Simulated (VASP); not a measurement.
Ni, 3 atoms in the cell. Symmetry: P6/mmm, No. 191, hexagonal system. Conventional cell: a = 3.835 Å, b = 3.835 Å, c = 2.305 Å, α = 90.00°, β = 90.00°, γ = 120.00°. Ni (site symmetry 6/mmm) has 14 Ni at 2.30 to 2.50 Å within 3.0 Å. Ni (site symmetry -6m2) has 11 Ni at 2.21 to 2.50 Å within 2.9 Å. This isn't the form of Ni at room conditions, which is fcc.

| Property | Result |
| --- | --- |
| Program | VASP 6.6.1 |
| Task | single point |
| Functional | LDA |
| Potentials or basis | VASP PAW LDA potentials, release 64 (Ni) |
| Cutoff | 520 eV |
| k mesh | 11 × 11 × 15 |
| Occupations | fermi-dirac, width 0.1 eV |
| Spin | no spin polarisation |
| Dipole correction | no |
| Further INCAR settings | ALGO = Normal; EDIFF = 1e-07; NBANDS = 22 |

Potentials or basis: VASP PAW LDA potentials, release 64 (Ni).

Launch:

```console
$ cat potpaw_LDA.64/Ni/POTCAR > POTCAR
$ mpirun -np 1 vasp_std > vasp.out
```

Hardware: 1 thread of Intel Xeon 8259CL, with other jobs on the host.

Question: How long does it take, and how much memory?

Answer: It took 2.6 min on 1 thread of Intel Xeon 8259CL, on a shared host, peak memory 0.18 GiB. Counts: scf iterations 15, k points 128.
